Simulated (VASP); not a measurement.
Sb2Au, 3 atoms in the cell. Symmetry: Fm-3m, No. 225, cubic system. Conventional cell: a = 6.611 Å, b = 6.611 Å, c = 6.611 Å, α = 90.00°, β = 90.00°, γ = 90.00°. Sb (site symmetry -43m) has 4 Au at 2.86 Å and 6 Sb at 3.31 Å within 3.8 Å. Within 3.8 Å of Au (site symmetry m-3m) lie 8 Sb at 2.86 Å.  This cell differs from its parent crystal: volume scaled by 0.98.

| Item | Value |
| --- | --- |
| Program | VASP 6.6.1 |
| Task | electric field gradients |
| Functional | LDA |
| Potentials or basis | VASP PAW LDA potentials, release 64 (Sb, Au) |
| Cutoff | 520 eV |
| k mesh | 9 × 9 × 9 |
| Occupations | fermi-dirac, width 0.08 eV |
| Spin | no spin polarisation |
| Dipole correction | no |
| Further INCAR settings | ALGO = Normal; EDIFF = 1e-08; NBANDS = 18 |

Potentials or basis: VASP PAW LDA potentials, release 64 (Sb, Au).

Command:

```sh
$ cat potpaw_LDA.64/Sb/POTCAR potpaw_LDA.64/Au/POTCAR > POTCAR
$ mpirun -np 1 vasp_std > vasp.out
```

Hardware: 1 thread of Intel(R) Xeon(R) 6975P-C (Granite Rapids), with other jobs on the host.

Question: Estimate the wall time of this run.

Answer: It took 16 s on 1 thread of Intel(R) Xeon(R) 6975P-C (Granite Rapids), on a shared host, peak memory 0.2 GiB. Counts: scf iterations 14, k points 35.
